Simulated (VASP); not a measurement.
# GaSb3 (C2/m) in VASP: notebook, part 2 of 2

VASP 6.6.1. Earlier steps stand in the parts before.

**3. Single point, PBEsol (engineering shear strain xz -0.0533, normal strain along z -0.1100)**

INCAR reads:

```
ALGO = Normal
EDIFF = 1E-7
ENCUT = 520
GGA = PS
ISIF = 2
ISMEAR = 0
LASPH = True
LCHARG = False
LREAL = False
LWAVE = False
NBANDS = 22
NELM = 100
PREC = Accurate
SIGMA = 0.15
```

KPOINTS reads:

```
k-points
0
Gamma
  10 10 10
```

POSCAR reads:

```
GaSb3
1.0
   -0.0971837661      3.6466703981      3.2455366543
    3.5494866320      0.0000000000      3.1483528882
    3.6466703981      3.6466703981     -0.0971837661
Ga Sb
1 3
Direct
    0.0000000000      0.0000000000      0.0000000000
    0.2500000000      0.2500000000      0.2500000000
    0.7500000000      0.7500000000      0.7500000000
    0.5000000000      0.5000000000      0.5000000000
```

Potentials or basis: VASP PAW PBE potentials, release 64 (Ga_d, Sb).

Started as:

```console
$ cat potpaw_PBE.64/Ga_d/POTCAR potpaw_PBE.64/Sb/POTCAR > POTCAR
$ mpirun -np 1 vasp_std > vasp.out
```

OUTCAR:

```text
EDIFF = 1E-7
   ENCUT = 520
   GGA = PS
   ISIF = 2
   ISMEAR = 0
   LASPH = True
   LREAL = False
   NELM = 100
   PREC = Accurate

 ion  position               nearest neighbor table
   1  0.000  0.000  0.000-   3 2.99   2 2.99   3 2.99   2 2.99   3 3.10   2 3.10   3 3.10   2 3.10
                             4 3.25   4 3.25
   2  0.250  0.250  0.250-   1 2.99   4 2.99   4 2.99   1 2.99   1 3.10   4 3.10   1 3.10   4 3.10
                             3 3.25   3 3.25   3 3.65   3 3.65   3 3.65   3 3.65
   3  0.750  0.750  0.750-   4 2.99   1 2.99   4 2.99   1 2.99   4 3.10   1 3.10   4 3.10   1 3.10
                             2 3.25   2 3.25   2 3.65   2 3.65   2 3.65   2 3.65
   4  0.500  0.500  0.500-   2 2.99   3 2.99   3 2.99   2 2.99   2 3.10   3 3.10   2 3.10   3 3.10
                             1 3.25   1 3.25

  LATTYP: Found a base centered monoclinic cell.
 ALAT       =     6.4939827098
 B/A-ratio  =     1.1230921181
 C/A-ratio  =     0.7306107958
 COS(beta)  =    -0.6408804851

  Lattice vectors:

 A1 = (   0.0971837661,  -3.6466703981,  -3.2455366543)
 A2 = (   0.0971837661,   3.6466703981,  -3.2455366543)
 A3 = (   3.5494866320,   0.0000000000,   3.1483528882)

Analysis of symmetry for initial positions (statically):
=====================================================================
 Subroutine PRICEL returns:
 Original cell was already a primitive cell.

 Routine SETGRP: Setting up the symmetry group for a
 base centered monoclinic supercell.

 Subroutine GETGRP returns: Found  4 space group operations
 (whereof  4 operations were pure point group operations)
 out of a pool of  4 trial point group operations.

The static configuration has the point symmetry C_2h.

Analysis of symmetry for dynamics (positions and initial velocities):
=====================================================================
 Subroutine PRICEL returns:
 Original cell was already a primitive cell.

 Routine SETGRP: Setting up the symmetry group for a
 base centered monoclinic supercell.

 Subroutine GETGRP returns: Found  4 space group operations
 (whereof  4 operations were pure point group operations)
 out of a pool of  4 trial point group operations.

The dynamic configuration has the point symmetry C_2h.

 Subroutine INISYM returns: Found  4 space group operations
 (whereof  4 operations are pure point group operations),
 and found     1 'primitive' translations

----------------------------------------------------------------------------------------

                                     Primitive cell

  volume of cell :      86.2507

  direct lattice vectors                    reciprocal lattice vectors
    -0.097183766  3.646670398  3.245536654    -0.133111962  0.137111377  0.150071846
     3.549486632  0.000000000  3.148352888     0.141329797 -0.137111377  0.158289681
     3.646670398  3.646670398 -0.097183766     0.133111962  0.137111377 -0.150071846

  length of vectors
     4.882740813  4.744573875  5.158086338     0.242981241  0.252644542  0.242981241

  position of ions in fractional coordinates (direct lattice)
     0.000000000  0.000000000  0.000000000
     0.250000000  0.250000000  0.250000000
[... 32 lines left out ...]
 ===========================================

 Found    282 irreducible k-points:

 Following reciprocal coordinates:
            Coordinates               Weight
  0.000000  0.000000  0.000000      1.000000
  0.100000  0.000000 -0.000000      4.000000
  0.200000  0.000000 -0.000000      4.000000
  0.300000  0.000000  0.000000      4.000000
  0.400000  0.000000 -0.000000      4.000000
  0.500000  0.000000  0.000000      2.000000
[... 16 lines left out ...]
 -0.400000  0.200000 -0.000000      4.000000
 -0.300000  0.200000 -0.000000      4.000000
 [... further k-points ...]
   k-points           NKPTS =    282   k-points in BZ     NKDIM =    282   number of bands    NBANDS=     22
   number of dos      NEDOS =    301   number of ions     NIONS =      4
   total plane-waves  NPLWV =  51840
   dimension x,y,z NGX =    36 NGY =   36 NGZ =   40
   dimension x,y,z NGXF=    72 NGYF=   72 NGZF=   80
   ions per type =               1   3
   NGX,Y,Z   is equivalent  to a cutoff of  12.26, 12.61, 12.89 a.u.
   NGXF,Y,Z  is equivalent  to a cutoff of  24.51, 25.23, 25.78 a.u.
 SYSTEM =  unknown system
   PREC   = accura    normal or accurate (medium, high low for compatibility)
   ISTART =      0    job   : 0-new  1-cont  2-samecut
   ICHARG =      2    charge: 1-file 2-atom 10-const
   ISPIN  =      1    spin polarized calculation?
   LNONCOLLINEAR =      F non collinear calculations
   LSORBIT =      F    spin-orbit coupling
   LASPH  =      T    aspherical Exc in radial PAW
   ENCUT  =  520.0 eV  38.22 Ry    6.18 a.u.   9.08  8.82  9.59*2*pi/ulx,y,z
   NELM   =    100;   NELMIN=  2; NELMDL= -5     # of ELM steps
   EDIFF  = 0.1E-06   stopping-criterion for ELM
   LREAL  =      F    real-space projection
   EDIFFG = 0.1E-05   stopping-criterion for IOM
   NSW    =      0    number of steps for IOM
   IBRION =     -1    ionic relax: 0-MD 1-quasi-New 2-CG
   NFREE  =      0    steps in history (QN), initial steepest desc. (CG)
   ISIF   =      2    stress and relaxation
   ISYM   =      2    0-nonsym 1-usesym 2-fastsym
   POTIM  = 0.5000    time-step for ionic-motion
   TEBEG  =    0.0;   TEEND  =   0.0 temperature during run
   PSTRESS=    0.0 pullay stress
   NELECT =      28.0000    total number of electrons
   NUPDOWN=      -1.0000    fix difference up-down
   EMIN   =  10.00;   EMAX   =-10.00  energy-range for DOS
   EFERMI =   0.00;   METHOD = LEGACY
   ISMEAR =     0;   SIGMA  =   0.15  broadening in eV -4-tet -1-fermi 0-gaus
   EFERMI_NEDOS =   21; number of points for ismear=-14 and -15
   IALGO  =     38    algorithm
   IMIX   =      4    mixing-type and parameters
     AMIX     =   0.40;   BMIX     =  1.00
     AMIX_MAG =   1.60;   BMIX_MAG =  1.00
  volume/ion in A,a.u.               =      21.56       145.51
  Fermi-wavevector in a.u.,A,eV,Ry     =   1.125140  2.126206 17.224160  1.265940
  Thomas-Fermi vector in A             =   2.261816
   LORBIT       =      0    0 simple, 1 ext, 2 COOP (PROOUT), +10 PAW based schemes
   GGA     = PS    functional components
   LHFCALC =     F    Hartree Fock is set to
   AEXX    =    0.0000 exact exchange contribution
   IVDW    =     0    specifies the selected vdW correction
   LEPSILON=     F    determine dielectric tensor
   LRPA    =     F    only Hartree local field effects (RPA)
 non-spin polarized calculation
 Gauss-broadening in eV      SIGMA  =   0.15
  energy-cutoff  :      520.00
  volume of cell :       86.25
 maximum number of plane-waves:      2349
   NGX = 19   NGY = 17   NGZ = 19

 number of electron      28.0000000 magnetization

 Free energy of the ion-electron system (eV)
  ---------------------------------------------------
  ext. energy  EPLUGINS =         0.00000000
  ---------------------------------------------------
  free energy    TOTEN  =       -15.98934416 eV

  energy without entropy =      -15.96553045  energy(sigma->0) =      -15.97743731

 E-fermi :   9.7526     XC(G=0): -11.1339

 val. band max:        9.7460793626   @ k =  -0.3000  -0.1000   0.2000
 cond. band min:       9.7560798024   @ k =  -0.2000   0.3000   0.1000
 fundamental gap:      0.0100004398
 Fermi energy:         9.7526334519

 k-point     1 :       0.0000    0.0000    0.0000
  band No.  band energies     occupation
      1      -5.1473      2.00000
      2      -5.1470      2.00000
      3      -5.1352      2.00000
      4      -5.1328      2.00000
      5      -5.1088      2.00000
      6      -4.2730      2.00000
[... 589 lines left out ...]
     21      16.2784      0.00000
     22      16.9468      0.00000

 [... further k-points ...]

------------------------ aborting loop because EDIFF is reached ----------------------------------------

  FORCE on cell =-STRESS in cart. coord.  units (eV):
  Direction    XX          YY          ZZ          XY          YZ          ZX
  --------------------------------------------------------------------------------------
  -------------------------------------------------------------------------------------
  Total        5.4813985      5.8220450      6.5285930      0.0000000     -0.0000000      1.1245133
  in kB      101.8214150    108.1491988    121.2739010      0.0000000     -0.0000000     20.8887444
  external PRESSURE =     110.4148383 kB  Pullay stress =       0.0000000 kB

 VOLUME and BASIS-vectors are now :
 -----------------------------------------------------------------------------
  energy-cutoff  :      520.00
  volume of cell :       86.25
      direct lattice vectors                 reciprocal lattice vectors
    -0.097183766  3.646670398  3.245536654    -0.133111962  0.137111377  0.150071846
     3.549486632  0.000000000  3.148352888     0.141329797 -0.137111377  0.158289681
     3.646670398  3.646670398 -0.097183766     0.133111962  0.137111377 -0.150071846

 POSITION                                       TOTAL-FORCE (eV/Angst)
 -----------------------------------------------------------------------------------
      0.00000      0.00000      0.00000        -0.000000      0.000000     -0.000000
      1.77474      1.82334      1.57418        -0.000000     -0.229606     -0.000000
      5.32423      5.47001      4.72253         0.000000      0.229606      0.000000
      3.54949      3.64667      3.14835         0.000000      0.000000     -0.000000
 -----------------------------------------------------------------------------------
    total drift:                               -0.000000      0.000000      0.000000

  FREE ENERGIE OF THE ION-ELECTRON SYSTEM (eV)
  ---------------------------------------------------
  free  energy   TOTEN  =       -15.9893441627 eV

  energy  without entropy=      -15.9655304514  energy(sigma->0) =      -15.97743731
```

It took 8.2 min on 1 thread of AMD EPYC 7R43 (Zen 3), shared host; peak memory 0.56 GiB.

What came out:

```yaml
Free_energy: -15.9893 eV
Pressure: 11.0 GPa
Largest_force: 0.230 eV/Å
Band_gap_on_the_k_mesh: zero (band 14 reaches 11.58 eV, above the bottom of band 15 at 7.25 eV)
```

Forces on the atoms (eV/Å):
```
Ga   0.000  0.000  0.000
Sb   0.000 -0.230  0.000
Sb   0.000  0.230  0.000
Sb   0.000  0.000  0.000
```

Caveat: the cell differs from its parent crystal (engineering shear strain xz -0.0533, normal strain along z -0.1100); the PAW data sets were made with another functional, which shifts forces and pressure a little; spin-orbit coupling is left out, which moves the levels of the heavy elements.

**4. Single point, PBEsol (engineering shear strain xz -0.0800, normal strain along z -0.0733)**

INCAR reads:

```
SYSTEM = GaSb3
  PREC = Accurate
  ENCUT = 520
  EDIFF = 1E-6
  ISMEAR = 0
  SIGMA = 0.15
  LREAL = .FALSE.
  LASPH = .TRUE.
  NELM = 100
  ALGO = Normal
  ISIF = 2
  LWAVE = .FALSE.
  LCHARG = .TRUE.
  GGA = PS
  LELF = .TRUE.
  LVHAR = .TRUE.
  NBANDS = 22
```

KPOINTS reads:

```
Automatic mesh
0
G
  10 10 10
  0 0 0
```

POSCAR reads:

```
GaSb3
1.0
   -0.1458668159      3.6466703981      3.3793694579
    3.5008035822      0.0000000000      3.2335026420
    3.6466703981      3.6466703981     -0.1458668159
Ga Sb
1 3
Direct
    0.0000000000      0.0000000000      0.0000000000
    0.2500000000      0.2500000000      0.2500000000
    0.7500000000      0.7500000000      0.7500000000
    0.5000000000      0.5000000000      0.5000000000
```

Started as:

```console
$ cat potpaw_PBE.64/Ga_d/POTCAR potpaw_PBE.64/Sb/POTCAR > POTCAR
$ mpirun -np 1 vasp_std > vasp.out
```

Run time: 8.9 min. Hardware: 1 thread of AMD EPYC 7R43 (Zen 3), shared host; peak memory 0.58 GiB.

Results (log left out):

| Property | Result |
| --- | --- |
| Free energy | -16.1637 eV |
| Pressure | 6.9 GPa |
| Largest force | 0.302 eV/Å |
| Band gap on the k mesh | zero (band 14 reaches 10.93 eV, above the bottom of band 15 at 6.86 eV) |

Forces on the atoms (eV/Å):
```
Ga   0.000  0.000  0.000
Sb   0.000 -0.302  0.000
Sb   0.000  0.302  0.000
Sb   0.000  0.000  0.000
```

Stress tensor (GPa, compression positive):
```
6.26 0.00 2.31
0.00 7.00 0.00
2.31 0.00 7.45
```

Levels at points of the mesh, in eV from the Fermi level:
```
           k point  band 12  band 13  band 14  band 15  band 16  band 17
(0.00, 0.00, 0.00)    -2.91    -2.89    -2.76    -2.33    -1.24    -1.22
(0.50, 0.00, 0.00)    -3.21    -2.78    -0.13     0.22     1.76     2.56
(0.00, 0.50, 0.00)    -3.43    -3.08    -0.39     0.00     1.86     2.69
(0.50, 0.50, 0.00)     0.33     0.48     1.04     1.62     1.88     2.13
(0.50, 0.00, 0.50)     0.57     1.10     1.41     1.70     2.05     2.22
(0.00, 0.50, 0.50)     0.59     1.03     1.32     1.40     2.01     2.29
```

Caveat: the cell differs from its parent crystal (engineering shear strain xz -0.0800, normal strain along z -0.0733); the PAW data sets were made with another functional, which shifts forces and pressure a little; spin-orbit coupling is left out, which moves the levels of the heavy elements.

**5. Overview**

```csv
cell,gap on the mesh (eV),pressure (GPa),largest force (eV/Å)
"a = 5.350, b = 5.212, c = 5.158 Å, angles 62.1, 62.9, 58.4°, 4 atoms",none,-3.2,0.09
"a = 4.883, b = 4.745, c = 5.158 Å, angles 58.9, 59.9, 64.8°, 4 atoms",none,11.0,0.23
"a = 4.974, b = 4.766, c = 5.159 Å, angles 60.0, 61.4, 63.9°, 4 atoms",none,6.9,0.30
```

Alike in all rows: task single point; level PBEsol; potentials or basis VASP PAW PBE potentials, release 64 (Ga_d, Sb); no spin polarisation; k mesh 10 × 10 × 10; cutoff (eV) 520; smearing gaussian 0.15 eV.

Caveats: the PAW data sets were made with another functional, which shifts forces and pressure a little; spin-orbit coupling is left out, which moves the levels of the heavy elements.

Total energies depend on the potentials used, so only differences within one code and one set of settings carry meaning.
